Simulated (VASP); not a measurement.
# SiC2 (P3m1) in VASP: notebook, part 2 of 2

VASP 6.6.1. Earlier steps stand in the parts before.

## Step 3: Single point, r2SCAN (volume changed by -6%)

POSCAR reads:

```
SiC2
1.0
    2.8703287778      0.0000000000      0.0000000000
   -1.4351643889      2.4857776388      0.0000000000
    0.0000000000      0.0000000000      7.0290022265
C Si
4 2
Direct
    0.0000000000      0.0000000000     -0.0197225612
    0.6666666667      0.3333333333      0.6910394813
    0.3333333333      0.6666666667      0.3353027557
    0.6666666667      0.3333333333      0.9057115828
    0.3333333333      0.6666666667      0.5953175289
    0.0000000000      0.0000000000      0.2423512125
```

INCAR.step1 reads:

```
SYSTEM = SiC2
PREC = Accurate ; ENCUT = 520
ISMEAR = 0 ; SIGMA = 0.01
LREAL = .False. ; LASPH = .True.
NELM = 60 ; NBANDS = 21
GGA = PE ; ALGO = Normal
EDIFF = 1E-4 ; LWAVE = .True.
LCHARG = .False.
```

INCAR.step2 reads:

```
SYSTEM = SiC2
PREC = Accurate ; ENCUT = 520
EDIFF = 1E-6 ; ISMEAR = 0
SIGMA = 0.01 ; LREAL = .False.
LASPH = .True. ; NELM = 60
ALGO = Normal ; ISIF = 2
LWAVE = .False. ; LCHARG = .False.
METAGGA = R2SCAN ; LMIXTAU = .True.
NBANDS = 21 ; ISTART = 1
```

KPOINTS reads:

```
regular mesh
0
Gamma
  9 9 4
  0 0 0
```

Potentials or basis: VASP PAW PBE potentials, release 64 (C, Si).

The run is started by

```console
cat potpaw_PBE.64/C/POTCAR potpaw_PBE.64/Si/POTCAR > POTCAR
cp INCAR.step1 INCAR
mpirun -np 1 vasp_std > vasp.out
cp INCAR.step2 INCAR
mpirun -np 1 vasp_std > vasp.out
```

OUTCAR:

```text
SYSTEM = SiC2
   PREC = Accurate
   ENCUT = 520
   EDIFF = 1E-6
   ISMEAR = 0
   LREAL = .False.
   LASPH = .True.
   NELM = 60
   ISIF = 2
   METAGGA = R2SCAN
   ISTART = 1

 ion  position               nearest neighbor table
   1  0.000  0.000  0.980-   4 1.74   4 1.74   4 1.74   6 1.84
   2  0.667  0.333  0.691-   4 1.51   5 1.79   5 1.79   5 1.79
   3  0.333  0.667  0.335-   6 1.78   6 1.78   6 1.78   5 1.83
   4  0.667  0.333  0.906-   2 1.51   1 1.74   1 1.74   1 1.74
   5  0.333  0.667  0.595-   2 1.79   2 1.79   2 1.79   3 1.83   6 2.98   6 2.98   6 2.98
   6  0.000  0.000  0.242-   3 1.78   3 1.78   3 1.78   1 1.84   5 2.98   5 2.98   5 2.98

  LATTYP: Found a hexagonal cell.
 ALAT       =     2.8703287778
 C/A-ratio  =     2.4488491635

  Lattice vectors:

 A1 = (   2.8703287778,   0.0000000000,   0.0000000000)
 A2 = (  -1.4351643889,   2.4857776388,   0.0000000000)
 A3 = (   0.0000000000,   0.0000000000,   7.0290022265)

Analysis of symmetry for initial positions (statically):
=====================================================================
 Subroutine PRICEL returns:
 Original cell was already a primitive cell.

 Routine SETGRP: Setting up the symmetry group for a
 hexagonal supercell.

 Subroutine GETGRP returns: Found  6 space group operations
 (whereof  6 operations were pure point group operations)
 out of a pool of 24 trial point group operations.

The static configuration has the point symmetry C_3v.

Analysis of symmetry for dynamics (positions and initial velocities):
=====================================================================
 Subroutine PRICEL returns:
 Original cell was already a primitive cell.

 Routine SETGRP: Setting up the symmetry group for a
 hexagonal supercell.

 Subroutine GETGRP returns: Found  6 space group operations
 (whereof  6 operations were pure point group operations)
 out of a pool of 24 trial point group operations.

The dynamic configuration has the point symmetry C_3v.

 Subroutine INISYM returns: Found  6 space group operations
 (whereof  6 operations are pure point group operations),
 and found     1 'primitive' translations

----------------------------------------------------------------------------------------

                                     Primitive cell

  volume of cell :      50.1519

  direct lattice vectors                    reciprocal lattice vectors
     2.870328778  0.000000000  0.000000000     0.348392145  0.201144299  0.000000000
    -1.435164389  2.485777639  0.000000000     0.000000000  0.402288597  0.000000000
     0.000000000  0.000000000  7.029002227     0.000000000  0.000000000  0.142267703

  length of vectors
     2.870328778  2.870328778  7.029002227     0.402288597  0.402288597  0.142267703

  position of ions in fractional coordinates (direct lattice)
     0.000000000  0.000000000  0.980277439
     0.666666667  0.333333333  0.691039481
     0.333333333  0.666666667  0.335302756
     0.666666667  0.333333333  0.905711583
     0.333333333  0.666666667  0.595317529
     0.000000000  0.000000000  0.242351212

  ion indices of the primitive-cell ions
   primitive index   ion index
                 1           1
                 2           2
                 3           3
                 4           4
                 5           5
                 6           6

[... 22 lines left out ...]
 ===========================================

 Found     43 irreducible k-points:

 Following reciprocal coordinates:
            Coordinates               Weight
  0.000000  0.000000  0.000000      1.000000
  0.111111  0.000000  0.000000      6.000000
  0.222222  0.000000  0.000000      6.000000
  0.333333  0.000000  0.000000      6.000000
  0.444444  0.000000  0.000000      6.000000
  0.111111  0.111111  0.000000      6.000000
[... 16 lines left out ...]
  0.222222  0.111111  0.250000     12.000000
 -0.111111  0.333333  0.250000     12.000000
 [... further k-points ...]
   k-points           NKPTS =     43   k-points in BZ     NKDIM =     43   number of bands    NBANDS=     21
   number of dos      NEDOS =    301   number of ions     NIONS =      6
   total plane-waves  NPLWV =  31104
   dimension x,y,z NGX =    24 NGY =   24 NGZ =   54
   dimension x,y,z NGXF=    48 NGYF=   48 NGZF=  108
   ions per type =               4   2
   NGX,Y,Z   is equivalent  to a cutoff of  13.90, 13.90, 12.77 a.u.
   NGXF,Y,Z  is equivalent  to a cutoff of  27.80, 27.80, 25.54 a.u.
 SYSTEM =  SiC2
   PREC   = accura    normal or accurate (medium, high low for compatibility)
   ISTART =      1    job   : 0-new  1-cont  2-samecut
   ICHARG =      0    charge: 1-file 2-atom 10-const
   ISPIN  =      1    spin polarized calculation?
   LNONCOLLINEAR =      F non collinear calculations
   LSORBIT =      F    spin-orbit coupling
   LASPH  =      T    aspherical Exc in radial PAW
   ENCUT  =  520.0 eV  38.22 Ry    6.18 a.u.   5.34  5.34 13.07*2*pi/ulx,y,z
   NELM   =     60;   NELMIN=  2; NELMDL=  0     # of ELM steps
   EDIFF  = 0.1E-05   stopping-criterion for ELM
   LREAL  =      F    real-space projection
   EDIFFG = 0.1E-04   stopping-criterion for IOM
   NSW    =      0    number of steps for IOM
   IBRION =     -1    ionic relax: 0-MD 1-quasi-New 2-CG
   NFREE  =      0    steps in history (QN), initial steepest desc. (CG)
   ISIF   =      2    stress and relaxation
   ISYM   =      2    0-nonsym 1-usesym 2-fastsym
   POTIM  = 0.5000    time-step for ionic-motion
   TEBEG  =    0.0;   TEEND  =   0.0 temperature during run
   PSTRESS=    0.0 pullay stress
   NELECT =      24.0000    total number of electrons
   NUPDOWN=      -1.0000    fix difference up-down
   EMIN   =  10.00;   EMAX   =-10.00  energy-range for DOS
   EFERMI =   0.00;   METHOD = LEGACY
   ISMEAR =     0;   SIGMA  =   0.01  broadening in eV -4-tet -1-fermi 0-gaus
   EFERMI_NEDOS =   21; number of points for ismear=-14 and -15
   IALGO  =     38    algorithm
   IMIX   =      4    mixing-type and parameters
     AMIX     =   0.40;   BMIX     =  1.00
     AMIX_MAG =   1.60;   BMIX_MAG =  1.00
  volume/ion in A,a.u.               =       8.36        56.41
  Fermi-wavevector in a.u.,A,eV,Ry     =   1.280509  2.419812 22.309526  1.639704
  Thomas-Fermi vector in A             =   2.412933
   LORBIT       =      0    0 simple, 1 ext, 2 COOP (PROOUT), +10 PAW based schemes
   METAGGA = R2SCAN    functional components
   LHFCALC =     F    Hartree Fock is set to
   AEXX    =    0.0000 exact exchange contribution
   IVDW    =     0    specifies the selected vdW correction
   LEPSILON=     F    determine dielectric tensor
   LRPA    =     F    only Hartree local field effects (RPA)
 non-spin polarized calculation
 Gauss-broadening in eV      SIGMA  =   0.01
  energy-cutoff  :      520.00
  volume of cell :       50.15
 maximum number of plane-waves:      1382
 NGX is ok and might be reduce to    24
   NGX = 11   NGY = 11   NGZ = 27

 number of electron      23.9999999 magnetization

 Free energy of the ion-electron system (eV)
  ---------------------------------------------------
  ext. energy  EPLUGINS =         0.00000000
  ---------------------------------------------------
  free energy    TOTEN  =       -55.49124558 eV

  energy without entropy =      -55.49124558  energy(sigma->0) =      -55.49124558

 E-fermi :   9.4632     XC(G=0): -12.7042

 val. band max:        9.4209053513   @ k =   0.0000   0.0000   0.0000
 cond. band min:      11.1867493108   @ k =   0.4444   0.0000   0.0000
 fundamental gap:      1.7658439595
 Fermi energy:         9.4631648632

 k-point     1 :       0.0000    0.0000    0.0000
  band No.  band energies     occupation
      1      -9.5953      2.00000
      2      -7.1566      2.00000
      3      -6.2289      2.00000
      4       0.6318      2.00000
      5       1.8122      2.00000
      6       6.6112      2.00000
[... 565 lines left out ...]
     20      19.6145      0.00000
     21      20.6772      0.00000

 [... further k-points ...]
[... 5 lines left out ...]
  --------------------------------------------------------------------------------------
  -------------------------------------------------------------------------------------
  Total        5.4193906      5.4193906      6.1409204      0.0000000     -0.0000000      0.0000000
  in kB      173.1304403    173.1304403    196.1807772      0.0000000     -0.0000000      0.0000000
  external PRESSURE =     180.8138860 kB  Pullay stress =       0.0000000 kB

 VOLUME and BASIS-vectors are now :
 -----------------------------------------------------------------------------
  energy-cutoff  :      520.00
  volume of cell :       50.15
      direct lattice vectors                 reciprocal lattice vectors
     2.870328778  0.000000000  0.000000000     0.348392145  0.201144299  0.000000000
    -1.435164389  2.485777639  0.000000000     0.000000000  0.402288597  0.000000000
     0.000000000  0.000000000  7.029002227     0.000000000  0.000000000  0.142267703

 POSITION                                       TOTAL-FORCE (eV/Angst)
 -----------------------------------------------------------------------------------
      0.00000      0.00000      6.89037        -0.000000     -0.000000     -0.226074
      1.43516      0.82859      4.85732        -0.000000     -0.000000     -0.068316
     -0.00000      1.65719      2.35684        -0.000000      0.000000      0.162087
      1.43516      0.82859      6.36625        -0.000000     -0.000000      0.532771
     -0.00000      1.65719      4.18449         0.000000      0.000000     -0.273878
      0.00000      0.00000      1.70349         0.000000     -0.000000     -0.126589
 -----------------------------------------------------------------------------------
    total drift:                                0.000000      0.000000     -0.000593

  FREE ENERGIE OF THE ION-ELECTRON SYSTEM (eV)
  ---------------------------------------------------
  free  energy   TOTEN  =       -55.4912455832 eV

  energy  without entropy=      -55.4912455832  energy(sigma->0) =      -55.49124558
```

Wall time 1.8 min (1 thread of Intel Xeon Platinum 8488C (Sapphire Rapids), shared host); peak memory 0.19 GiB.

What came out:

```yaml
Free_energy: -55.4912 eV
Pressure: 18.1 GPa
Largest_force: 0.533 eV/Å
Band_gap_on_the_k_mesh: 1.77 eV, indirect (least direct gap 3.70 eV)
```

Forces in eV/Å, atoms in the order of the input:
```
C    0.000  0.000 -0.226
C    0.000  0.000 -0.068
C    0.000  0.000  0.162
C    0.000  0.000  0.533
Si   0.000  0.000 -0.274
Si   0.000  0.000 -0.127
```

Stress tensor (GPa, compression positive):
```
17.31  0.00  0.00
 0.00 17.31  0.00
 0.00  0.00 19.62
```

Levels at points of the mesh, in eV from the valence-band top:
| k point | band 8 | band 9 | band 10 | band 11 | band 12 | band 13 | band 14 | band 15 | band 16 | band 17 |
| --- | --- | --- | --- | --- | --- | --- | --- | --- | --- | --- |
| (0.00, 0.00, 0.00) | -1.14 | -1.14 | -0.72 | 0.00 | 0.00 | 3.82 | 5.41 | 5.41 | 6.02 | 7.72 |
| (0.00, 0.00, 0.50) | -2.64 | -1.04 | -1.04 | -0.14 | -0.14 | 3.87 | 5.54 | 5.54 | 6.06 | 7.95 |

Caveat: the PAW data sets were made with another functional, which shifts forces and pressure a little. A k mesh can miss the band edges.

## Step 4: Single point, r2SCAN (volume changed by -3%)

POSCAR: that of step 3 with these lines changed.

```diff
@@ -2,5 +2,5 @@
 1.0
-    2.8703287778      0.0000000000      0.0000000000
-   -1.4351643889      2.4857776388      0.0000000000
-    0.0000000000      0.0000000000      7.0290022265
+    2.9005449854      0.0000000000      0.0000000000
+   -1.4502724927      2.5119456422      0.0000000000
+    0.0000000000      0.0000000000      7.1029971613
 C Si
```

INCAR.step1 reads:

```
SYSTEM = SiC2
PREC = Accurate ; ENCUT = 520
ISMEAR = 0 ; SIGMA = 0.01
LREAL = .FALSE. ; LASPH = .TRUE.
NELM = 100 ; NBANDS = 21
GGA = PE ; ALGO = Normal
EDIFF = 1E-4 ; LWAVE = .TRUE.
LCHARG = .FALSE.
```

INCAR.step2 reads:

```
SYSTEM = SiC2
PREC = Accurate ; ENCUT = 520
EDIFF = 1E-7 ; ISMEAR = 0
SIGMA = 0.01 ; LREAL = .FALSE.
LASPH = .TRUE. ; NELM = 100
ALGO = Normal ; ISIF = 2
LWAVE = .FALSE. ; LCHARG = .FALSE.
METAGGA = R2SCAN ; LMIXTAU = .TRUE.
NBANDS = 21 ; ISTART = 1
```

KPOINTS reads:

```
regular mesh
0
G
  9 9 4
  0 0 0
```

Potentials or basis: VASP PAW PBE potentials, release 64 (C, Si).

The run is started by

```console
cat potpaw_PBE.64/C/POTCAR potpaw_PBE.64/Si/POTCAR > POTCAR
cp INCAR.step1 INCAR
mpirun -np 1 vasp_std > vasp.out
cp INCAR.step2 INCAR
mpirun -np 1 vasp_std > vasp.out
```

OUTCAR:

```text
SYSTEM = SiC2
   PREC = Accurate
   ENCUT = 520
   EDIFF = 1E-7
   ISMEAR = 0
   LREAL = .FALSE.
   LASPH = .TRUE.
   NELM = 100
   ISIF = 2
   METAGGA = R2SCAN
   ISTART = 1

 ion  position               nearest neighbor table
   1  0.000  0.000  0.980-   4 1.76   4 1.76   4 1.76   6 1.86
   2  0.667  0.333  0.691-   4 1.52   5 1.81   5 1.81   5 1.81
   3  0.333  0.667  0.335-   6 1.80   6 1.80   6 1.80   5 1.85
   4  0.667  0.333  0.906-   2 1.52   1 1.76   1 1.76   1 1.76
   5  0.333  0.667  0.595-   2 1.81   2 1.81   2 1.81   3 1.85   6 3.01   6 3.01   6 3.01
   6  0.000  0.000  0.242-   3 1.80   3 1.80   3 1.80   1 1.86   5 3.01   5 3.01   5 3.01

  LATTYP: Found a hexagonal cell.
 ALAT       =     2.9005449854
 C/A-ratio  =     2.4488491635

  Lattice vectors:

 A1 = (   2.9005449854,   0.0000000000,   0.0000000000)
 A2 = (  -1.4502724927,   2.5119456422,   0.0000000000)
 A3 = (   0.0000000000,   0.0000000000,   7.1029971613)

Analysis of symmetry for initial positions (statically):
=====================================================================
 Subroutine PRICEL returns:
 Original cell was already a primitive cell.

 Routine SETGRP: Setting up the symmetry group for a
[... 175 lines left out ...]
  energy without entropy =      -55.62274633  energy(sigma->0) =      -55.62274633

 E-fermi :   9.1497     XC(G=0): -12.5539

 val. band max:        9.0228336085   @ k =   0.0000   0.0000   0.0000
 cond. band min:      10.8063500115   @ k =   0.4444   0.0000   0.0000
 fundamental gap:      1.7835164030
 Fermi energy:         9.1497061207

 k-point     1 :       0.0000    0.0000    0.0000
  band No.  band energies     occupation
      1      -9.6714      2.00000
      2      -7.2998      2.00000
      3      -6.3848      2.00000
      4       0.3825      2.00000
      5       1.5379      2.00000
      6       6.2884      2.00000
[... 565 lines left out ...]
     20      18.9491      0.00000
     21      19.9982      0.00000

 [... further k-points ...]
[... 5 lines left out ...]
  --------------------------------------------------------------------------------------
  -------------------------------------------------------------------------------------
  Total        2.5830119      2.5830119      2.9174926     -0.0000000      0.0000000      0.0000000
  in kB       79.9660244     79.9660244     90.3210247     -0.0000000      0.0000000      0.0000000
  external PRESSURE =      83.4176911 kB  Pullay stress =       0.0000000 kB

 VOLUME and BASIS-vectors are now :
 -----------------------------------------------------------------------------
  energy-cutoff  :      520.00
  volume of cell :       51.75
      direct lattice vectors                 reciprocal lattice vectors
     2.900544985  0.000000000  0.000000000     0.344762796  0.199048893  0.000000000
    -1.450272493  2.511945642  0.000000000     0.000000000  0.398097787  0.000000000
     0.000000000  0.000000000  7.102997161     0.000000000  0.000000000  0.140785640

 POSITION                                       TOTAL-FORCE (eV/Angst)
 -----------------------------------------------------------------------------------
      0.00000      0.00000      6.96291         0.000000     -0.000000     -0.093964
      1.45027      0.83732      4.90845         0.000000     -0.000000     -0.069388
     -0.00000      1.67463      2.38165        -0.000000     -0.000000      0.075461
      1.45027      0.83732      6.43327        -0.000000     -0.000000      0.271074
     -0.00000      1.67463      4.22854        -0.000000      0.000000     -0.125904
      0.00000      0.00000      1.72142         0.000000     -0.000000     -0.057278
 -----------------------------------------------------------------------------------
    total drift:                                0.000000     -0.000000     -0.001410

  FREE ENERGIE OF THE ION-ELECTRON SYSTEM (eV)
  ---------------------------------------------------
  free  energy   TOTEN  =       -55.6227463293 eV

  energy  without entropy=      -55.6227463293  energy(sigma->0) =      -55.62274633
```

Run time: 2.3 min. Hardware: 1 thread of Intel Xeon Platinum 8488C (Sapphire Rapids), shared host; peak memory 0.19 GiB.

What came out:

- Free energy: -55.6227 eV
- Pressure: 8.3 GPa
- Largest force: 0.271 eV/Å
- Band gap on the k mesh: 1.78 eV, indirect (least direct gap 3.50 eV)

Forces in eV/Å, atoms in the order of the input:
```
C    0.000  0.000 -0.094
C    0.000  0.000 -0.069
C    0.000  0.000  0.075
C    0.000  0.000  0.271
Si   0.000  0.000 -0.126
Si   0.000  0.000 -0.057
```

Stress tensor (GPa, compression positive):
```
8.00 0.00 0.00
0.00 8.00 0.00
0.00 0.00 9.03
```

Levels at points of the mesh, in eV from the valence-band top:
```
           k point  band 10  band 11  band 12  band 13  band 14  band 15
(0.00, 0.00, 0.00)    -0.72     0.00     0.00     3.50     5.31     5.31
(0.00, 0.00, 0.50)    -1.02    -0.14    -0.14     3.56     5.44     5.44
```

Caveat: the PAW data sets were made with another functional, which shifts forces and pressure a little. A k mesh can miss the band edges.

## Step 5: The runs side by side

```csv
level,cell,gap on the mesh (eV),pressure (GPa),largest force (eV/Å)
PBE,"a = 2.999, b = 2.999, c = 7.355 Å, angles 90.0, 90.0, 120.0°, 6 atoms",1.49,-12.8,0.39
r2SCAN,"a = 2.870, b = 2.870, c = 7.029 Å, angles 90.0, 90.0, 120.0°, 6 atoms",1.77,18.1,0.53
r2SCAN,"a = 2.901, b = 2.901, c = 7.103 Å, angles 90.0, 90.0, 120.0°, 6 atoms",1.78,8.3,0.27
```

Alike in all rows: task single point; potentials or basis VASP PAW PBE potentials, release 64 (C, Si); no spin polarisation; k mesh 9 × 9 × 4; cutoff (eV) 520; smearing gaussian 0.01 eV.

Caveats: the PAW data sets were made with another functional, which shifts forces and pressure a little (some runs).

Total energies depend on the potentials used, so only differences within one code and one set of settings carry meaning.
